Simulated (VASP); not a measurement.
Here is a VASP 6.6.1 calculation.

File INCAR:

```
SYSTEM = MgO
ALGO = Normal ; EDIFF = 1E-6
ENCUT = 520 ; GGA = PS
ISIF = 2 ; ISMEAR = 0
LASPH = .True. ; LCHARG = .False.
LREAL = .False. ; LWAVE = .False.
NBANDS = 16 ; NELM = 100
PREC = Accurate ; SIGMA = 0.05
```

The input KPOINTS:

```
k-points
0
Gamma
  9 9 6
  0 0 0
```

Contents of POSCAR:

```
MgO
1.0
    3.3486902732      0.0000000000      0.0000000000
   -1.6743451366      2.9000508460      0.0000000000
    0.0000000000      0.0000000000      4.8847345015
Mg O
2 2
Direct
    0.3333333333      0.6666666667     -0.0317643073
    0.6666666667      0.3333333333      0.4682356927
    0.3333333333      0.6666666667      0.4009416620
    0.6666666667      0.3333333333      0.9009416620
```

Potentials or basis: VASP PAW PBE potentials, release 64 (Mg, O).

Launch:

```sh
$ cat potpaw_PBE.64/Mg/POTCAR potpaw_PBE.64/O/POTCAR > POTCAR
$ mpirun -np 1 vasp_std > vasp.out
```

Problem. Predict the band gap on the k mesh.

Solution. 3.04 eV, direct.

Problem. What does it give for the largest force?

Solution. 0.376 eV/Å.

Problem. Estimate the pressure.

Solution. -1.8 GPa.

Forces on the atoms (eV/Å):
```
Mg   0.000  0.000  0.376
Mg   0.000  0.000  0.376
O    0.000  0.000 -0.376
O    0.000  0.000 -0.376
```

Caveat: the PAW data sets were made with another functional, which shifts forces and pressure a little.
